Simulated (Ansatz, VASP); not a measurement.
SnO2 in VASP and in Ansatz

The input INCAR:

```
SYSTEM = SnO2
PREC = Accurate
ENCUT = 520
EDIFF = 1E-6
ISMEAR = -1
SIGMA = 0.05
LREAL = .FALSE.
LASPH = .TRUE.
NELM = 100
ALGO = Normal
ISIF = 2
LWAVE = .FALSE.
LCHARG = .FALSE.
GGA = PS
NBANDS = 64
```

KPOINTS

```
regular mesh
0
G
  5 5 5
  0 0 0
```

POSCAR

```
SnO2
1.0
   -3.2488970000      3.4144700000      3.4140210000
    3.2488970000     -3.4144700000      3.4140210000
    3.2488970000      3.4144700000     -3.4140210000
Sn O
4 8
Direct
    0.5000000000      0.0000000000      0.0000000000
    0.5000000000      0.5000000000      0.5000000000
    0.0035990000      0.7535990000      0.2500000000
    0.9964010000      0.2464010000      0.7500000000
    0.8064960000      0.8037740000      0.4972780000
    0.8064960000      0.3092180000      0.0027220000
    0.3024350000      0.2459400000      0.0564950000
    0.6894450000      0.2459400000      0.4435050000
    0.3105550000      0.7540600000      0.5564950000
    0.1935040000      0.6907820000      0.9972780000
    0.6975650000      0.7540600000      0.9435050000
    0.1935040000      0.1962260000      0.5027220000
```

The input input.yaml:

```yaml
crystal:
  lattice:
    - [-3.248897, 3.41447, 3.414021]
    - [3.248897, -3.41447, 3.414021]
    - [3.248897, 3.41447, -3.414021]
  atoms:
    - { symbol: Sn, position: [0.5, 0.0, 0.0] }
    - { symbol: Sn, position: [0.5, 0.5, 0.5] }
    - { symbol: Sn, position: [0.003599, 0.753599, 0.25] }
    - { symbol: Sn, position: [0.996401, 0.246401, 0.75] }
    - { symbol: O, position: [0.806496, 0.803774, 0.497278] }
    - { symbol: O, position: [0.806496, 0.309218, 0.002722] }
    - { symbol: O, position: [0.302435, 0.24594, 0.056495] }
    - { symbol: O, position: [0.689445, 0.24594, 0.443505] }
    - { symbol: O, position: [0.310555, 0.75406, 0.556495] }
    - { symbol: O, position: [0.193504, 0.690782, 0.997278] }
    - { symbol: O, position: [0.697565, 0.75406, 0.943505] }
    - { symbol: O, position: [0.193504, 0.196226, 0.502722] }
hamiltonian:
  xc: pbesol
  pseudopotentials: { kind: paw }
kpoints:
  mp_grid: { grid: [5, 5, 5] }
  band_path:
    path:
      - [[0.0, 0.0, 0.0], [0.4763420746, -0.4763420746, -0.4763420746], [0.4762763294, -0.4764078199, -0.4762763294], [0.0, -0.5, 0.0], [-0.25, -0.25, -0.25], [0.0, 0.0, -0.5], [-0.4763420746, 0.4763420746, -0.5236579254], [-0.5, 0.5, -0.5], [0.0, 0.0, 0.0], [-0.4999342547, -0.4999342547, 0.4999342547], [-0.5, 0.0, 0.0], [-0.25, -0.25, -0.25]]
      - [[-0.4762763294, -0.5235921801, 0.4762763294], [-0.4999342547, -0.4999342547, 0.4999342547]]
      - [[-0.5000657453, 0.4999342547, -0.4999342547], [-0.5, 0.5, -0.5]]
    npoints: 10
scf:
  occupations: { method: fermi_dirac, width: 0.05 }
  n_extra_bands: 30
output:
  forces: true
  stress: true
  eigenvalues: true
  fatbands: false
  write_density: true
  write_potential: true
  elf: true
  volumetric_format: npy
```

Alike in both runs: functional PBEsol; k mesh 5 × 5 × 5; occupations fermi-dirac, width 0.05 eV; no spin polarisation.

|  | VASP | Ansatz |
| --- | --- | --- |
| version | VASP 6.6.1 | Ansatz 0.2.0 |
| potentials or method | VASP PAW PBE potentials, release 64 (Sn_d, O) | Ansatz PAW |
| plane-wave cutoff (eV) | 520 | 420 |
| valence electrons in the cell | 104 | 104 |
| task | single point | band structure |

|  | VASP | Ansatz | Ansatz less VASP |
| --- | --- | --- | --- |
| gap on the k mesh at the Fermi level (eV) | 0.53 | 0.53 | +0.007 |
| least direct gap on the mesh (eV) | 0.53 | 0.53 | +0.007 |
| pressure (GPa) | -6.0 | -6.6 | -0.57 |
| traceless stress, the component that is largest in VASP (GPa) | -0.97 | -1.17 | -0.195 |
| rms of the force components (eV/Å) | 0.042 | 0.048 | +0.0062 |

VASP's potentials were made for PBE, not for PBEsol. Atom by atom the forces differ by 0.007 eV/Å (rms over components).
